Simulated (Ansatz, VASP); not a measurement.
# One calculation of AsSe2, two programs

The input INCAR:

```
  PREC = Accurate
  ENCUT = 520
  EDIFF = 1E-7
  ISMEAR = 0
  SIGMA = 0.1
  LREAL = F
  LASPH = T
  NELM = 100
  ALGO = Normal
  ISIF = 2
  LWAVE = F
  LCHARG = T
  GGA = PE
  LELF = T
  LVHAR = T
  NBANDS = 16
```

Contents of KPOINTS:

```
Automatic mesh
0
Gamma
  6 6 6
```

POSCAR

```
AsSe2
1.0
   -1.9638160900      1.9638160900      4.9007088600
    1.9638160900     -1.9638160900      4.9007088600
    1.9638160900      1.9638160900     -4.9007088600
As Se
1 2
Direct
    0.0000000000      0.0000000000      0.0000000000
    0.3260000100      0.3260000100      0.0000000000
    0.6739999900      0.6739999900      0.0000000000
```

Input for Ansatz:

```yaml
crystal:
  lattice:
    - [-1.96381609, 1.96381609, 4.90070886]
    - [1.96381609, -1.96381609, 4.90070886]
    - [1.96381609, 1.96381609, -4.90070886]
  atoms:
    - { symbol: As, position: [0.0, 0.0, 0.0] }
    - { symbol: Se, position: [0.32600001, 0.32600001, 0.0] }
    - { symbol: Se, position: [0.67399999, 0.67399999, 0.0] }
basis:
  ecutwfc: 420
kpoints:
  mp_grid: { grid: [6, 6, 6] }
hamiltonian:
  xc: pbe
scf:
  occupations: { method: gaussian, width: 0.1 }
  lower_state_search: "off"
output:
  forces: true
  stress: true
  eigenvalues: true
```

Change from the starting cell: species swapped into the HoAg2 type (I4/mmm, No. 139).

Alike in both runs: task single point; functional PBE; k mesh 6 × 6 × 6; occupations gaussian, width 0.1 eV; no spin polarisation.

|  | VASP | Ansatz |
| --- | --- | --- |
| version | VASP 6.6.1 | Ansatz 0.2.0 |
| potentials or method | VASP PAW PBE potentials, release 64 (As, Se), cutoff 520 eV | scalar-relativistic, plane waves, PAW |
| valence electrons in the cell | 17 | 47 |

```tsv
	VASP	Ansatz	Ansatz less VASP
gap on the k mesh at the Fermi level (eV)	none	none	-
pressure (GPa)	-9.6	-9.6	+0.01
traceless stress, the component that is largest in VASP (GPa)	0.75	0.76	+0.001
rms of the force components (eV/Å)	0.163	0.164	+0.0007
```

Atom by atom the forces differ by 0.001 eV/Å (rms over components). A gap of «none» marks a metal or a gap that the smearing closes. VASP's potentials hold 17 valence electrons a cell and Ansatz's 47, so a difference there can come from the potentials and not from the codes.

The k mesh is coarse, so the values compare programs but aren't converged.
